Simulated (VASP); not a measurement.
Here is a VASP 6.6.1 calculation.

File INCAR:

```
PREC = Accurate
ENCUT = 520
EDIFF = 1E-6
ISMEAR = 0
SIGMA = 0.05
LREAL = F
LASPH = T
NELM = 60
ALGO = Normal
ISIF = 2
LWAVE = F
LCHARG = F
GGA = PS
NBANDS = 14
```

KPOINTS

```
regular mesh
0
Gamma
  12 12 12
```

The input POSCAR:

```
MgO2
1.0
    1.5806896008      0.9126115665      3.4415691918
   -1.5806896008      0.9126115665      3.4415691918
    0.0000000000     -1.8252231330      3.4415691918
Mg O
1 2
Direct
    0.0000000000      0.0000000000      0.0000000000
    0.4287860000      0.4287860000      0.4287860000
    0.5712140000      0.5712140000      0.5712140000
```

Potentials or basis: VASP PAW PBE potentials, release 64 (Mg, O).

Run with:

```console
$ cat potpaw_PBE.64/Mg/POTCAR potpaw_PBE.64/O/POTCAR > POTCAR
$ mpirun -np 1 vasp_std > vasp.out
```

Task: Predict the band gap on the k mesh.

Result: 2.48 eV, direct.

Task: Estimate the pressure.

Result: 1.1 GPa.

Task: Estimate the largest force.

Result: 0.113 eV/Å.

Forces on the atoms (eV/Å):
```
Mg   0.000  0.000  0.000
O    0.000  0.000 -0.113
O    0.000  0.000  0.113
```

Caveat: the cell differs from its parent crystal (strain -0.015 along x and y, -0.015 along z); the PAW data sets were made with another functional, which shifts forces and pressure a little. A k mesh can miss the band edges.
